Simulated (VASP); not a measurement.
## TiN (rocksalt type): electric field gradients with PBE

TiN (rocksalt type):

```
Ti N
1.0
     0.00000    2.14447    2.14447
     2.14447    0.00000    2.14447
     2.14447    2.14447    0.00000
Ti N
1 1
Direct
  0.00000 0.00000 0.00000
  0.50000 0.50000 0.50000
```

This cell differs from its parent crystal: volume scaled by 1.03.

* Program: VASP 6.6.1
* Task: electric field gradients
* Functional: PBE
* Potentials or basis: VASP PAW PBE potentials, release 64 (Ti_sv, N)
* Cutoff: 520 eV
* k mesh: 16 × 16 × 16
* Occupations: fermi-dirac, width 0.03 eV
* Spin: no spin polarisation
* Dipole correction: no
* Further INCAR settings: ALGO = Normal; EDIFF = 1e-08; NBANDS = 16

```
Pressure : -7.3 GPa
```

Levels at points of the mesh, in eV from the Fermi level:
| k point | band 5 | band 6 | band 7 | band 8 | band 9 | band 10 | band 11 | band 12 | band 13 | band 14 |
| --- | --- | --- | --- | --- | --- | --- | --- | --- | --- | --- |
| (0.00, 0.00, 0.00) | -16.90 | -2.01 | -2.01 | -2.01 | -0.60 | -0.60 | -0.60 | 0.54 | 0.54 | 5.03 |
| (0.50, 0.00, 0.00) | -14.59 | -7.88 | -5.31 | -5.31 | 1.58 | 1.58 | 2.22 | 5.46 | 5.46 | 5.90 |
| (0.50, 0.50, 0.00) | -15.51 | -5.75 | -3.19 | -3.19 | -2.93 | 1.54 | 2.24 | 2.24 | 3.35 | 10.17 |

Run time: 19 s on 1 thread of Intel(R) Xeon(R) 6975P-C (Granite Rapids), with other jobs on the host, peak memory 0.17 GiB.

Caveat: without QUAD_EFG the Cq values of the log hold for a quadrupole moment of 1 mb, not for the nuclei.
